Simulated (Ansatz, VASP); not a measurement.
Mg3PN: VASP beside Ansatz

INCAR

```
PREC = Accurate
ENCUT = 600
EDIFF = 1E-6
ISMEAR = 0
SIGMA = 0.02
LREAL = False
LASPH = True
NELM = 120
ALGO = Normal
ISIF = 2
LWAVE = False
LCHARG = False
GGA = PE
NBANDS = 16
GGA_COMPAT = False
```

KPOINTS

```
Automatic mesh
0
Gamma
  8 8 8
```

File POSCAR:

```
Mg3PN
1.0
    4.1834000000      0.0000000000      0.0000000000
    0.0000000000      4.1834000000      0.0000000000
    0.0000000000      0.0000000000      4.1834000000
P N Mg
1 1 3
Direct
    0.0000000000      0.0000000000      0.0000000000
    0.5000000000      0.5000000000      0.5000000000
    0.5000000000      0.5000000000      0.0000000000
    0.5000000000      0.0000000000      0.5000000000
    0.0000000000      0.5000000000      0.5000000000
```

Input for Ansatz:

```yaml
crystal:
  lattice:
    - [4.1834, 0.0, 0.0]
    - [0.0, 4.1834, 0.0]
    - [0.0, 0.0, 4.1834]
  atoms:
    - { symbol: P, position: [0.0, 0.0, 0.0] }
    - { symbol: "N", position: [0.5, 0.5, 0.5] }
    - { symbol: Mg, position: [0.5, 0.5, 0.0] }
    - { symbol: Mg, position: [0.5, 0.0, 0.5] }
    - { symbol: Mg, position: [0.0, 0.5, 0.5] }
basis:
  ecutwfc: 420
kpoints:
  mp_grid: { grid: [8, 8, 8] }
hamiltonian:
  xc: pbe
scf:
  occupations: { method: gaussian, width: 0.02 }
output:
  forces: true
  stress: true
  eigenvalues: true
```

Alike in both runs: task single point; functional PBE; k mesh 8 × 8 × 8; occupations gaussian, width 0.02 eV; no spin polarisation.

|  | VASP | Ansatz |
| --- | --- | --- |
| version | VASP 6.6.1 | Ansatz 0.2.0 |
| potentials or method | VASP PAW PBE potentials, release 64 (P, N, Mg), cutoff 600 eV | scalar-relativistic, plane waves, PAW |
| valence electrons in the cell | 16 | 40 |

Ansatz gave:

| Item | Value |
| --- | --- |
| gap on the k mesh at the Fermi level (eV) | 1.76 |
| least direct gap on the mesh (eV) | 1.77 |
| pressure (GPa) | 0.0 |

**Question.** What did VASP give for the same quantities?

**Answer.** gap on the k mesh at the Fermi level (eV): 1.76; least direct gap on the mesh (eV): 1.77; pressure (GPa): -0.3.

VASP's potentials hold 16 valence electrons a cell and Ansatz's 40, so a difference there can come from the potentials and not from the codes.
